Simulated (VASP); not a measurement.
Lu: single point with PBE

Lu:

```
CELL_PARAMETERS angstrom
-1.95411 1.95411 1.95411
1.95411 -1.95411 1.95411
1.95411 1.95411 -1.95411
ATOMIC_POSITIONS crystal
Lu 0.00000 0.00000 0.00000
```

This isn't the form of Lu at room conditions, which is hcp.

```
Program                : VASP 6.6.1
Task                   : single point
Functional             : PBE
Potentials or basis    : VASP PAW PBE potentials, release 64 (Lu)
Cutoff                 : 400 eV
k mesh                 : 12 × 12 × 12
Occupations            : methfessel-paxton, width 0.1 eV
Spin                   : no spin polarisation
Tolerance level        : tight
Purpose                : restart
Start                  : from scratch
Further INCAR settings : ALGO = Normal; EDIFF = 1e-06
```

```yaml
Pressure: -0.1 GPa
Band_gap_on_the_k_mesh: zero (an odd number of electrons rules out a gap without spin polarisation)
```

Levels at points of the mesh, in eV from the Fermi level:
```csv
k point,band 9,band 10,band 11,band 12,band 13,band 14,band 15,band 16
"(0.00, 0.00, 0.00)",-5.12,-5.12,-5.12,-5.11,2.09,2.09,2.09,4.28
"(0.50, 0.00, 0.00)",-5.13,-5.13,-5.12,-2.51,0.38,0.41,4.03,5.00
"(0.50, 0.50, 0.50)",-5.12,-5.12,-5.12,-1.47,-1.47,5.56,5.56,5.56
```

It took 13 s on 1 thread of Intel(R) Xeon(R) Platinum 8488C (Sapphire Rapids), on a shared host, peak memory 0.16 GiB.

Caveat: spin-orbit coupling is left out, which moves the levels of the heavy elements.
